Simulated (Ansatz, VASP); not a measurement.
**Two plane-wave programs on SiNi3**

File INCAR:

```
PREC = Accurate
ENCUT = 520
EDIFF = 1E-6
ISMEAR = 0
SIGMA = 0.015
LREAL = F
LASPH = T
NELM = 150
ALGO = Fast
ISIF = 2
LWAVE = F
LCHARG = F
ISPIN = 2
MAGMOM = 1 1 1 0
LORBIT = 11
LMAXMIX = 4
GGA = PE
NBANDS = 29
```

The input KPOINTS:

```
Automatic mesh
0
Gamma
  8 8 8
```

The input POSCAR:

```
SiNi3
1.0
    3.5420000000      0.0000000000      0.0000000000
    0.0000000000      3.5420000000      0.0000000000
    0.0000000000      0.0000000000      3.5420000000
Ni Si
3 1
Direct
    0.5000000000      0.5000000000      0.0000000000
    0.5000000000      0.0000000000      0.5000000000
    0.0000000000      0.5000000000      0.5000000000
    0.0000000000      0.0000000000      0.0000000000
```

File input.yaml:

```yaml
crystal:
  lattice:
    - [3.542, 0.0, 0.0]
    - [0.0, 3.542, 0.0]
    - [0.0, 0.0, 3.542]
  atoms:
    - { symbol: Ni, position: [0.5, 0.5, 0.0], spin: 1.0 }
    - { symbol: Ni, position: [0.5, 0.0, 0.5], spin: 1.0 }
    - { symbol: Ni, position: [0.0, 0.5, 0.5], spin: 1.0 }
    - { symbol: Si, position: [0.0, 0.0, 0.0] }
hamiltonian:
  xc: pbe
  pseudopotentials: { kind: paw }
magnetization:
  spin_polarized: true
kpoints:
  mp_grid: { grid: [8, 8, 8] }
scf:
  occupations: { method: gaussian, width: 0.015 }
output:
  forces: true
  stress: true
  eigenvalues: true
```

Alike in both runs: task single point; functional PBE; k mesh 8 × 8 × 8; occupations gaussian, width 0.015 eV; collinear spin.

```csv
,VASP,Ansatz
version,VASP 6.6.1,Ansatz 0.2.0
potentials or method,"VASP PAW PBE potentials, release 64 (Ni, Si)",Ansatz PAW
plane-wave cutoff (eV),520,420
valence electrons in the cell,34,58
```

```tsv
	VASP	Ansatz	Ansatz less VASP
gap on the k mesh at the Fermi level (eV)	none	none	-
pressure (GPa)	-6.0	-6.0	-0.04
net moment per atom (μB)	0.00	0.00	0.000
```

A gap of «none» marks a metal or a gap that the smearing closes. The functional is the same, so the differences come from potentials, cutoffs and numerics. VASP's potentials hold 34 valence electrons a cell and Ansatz's 58, so a difference there can come from the potentials and not from the codes.
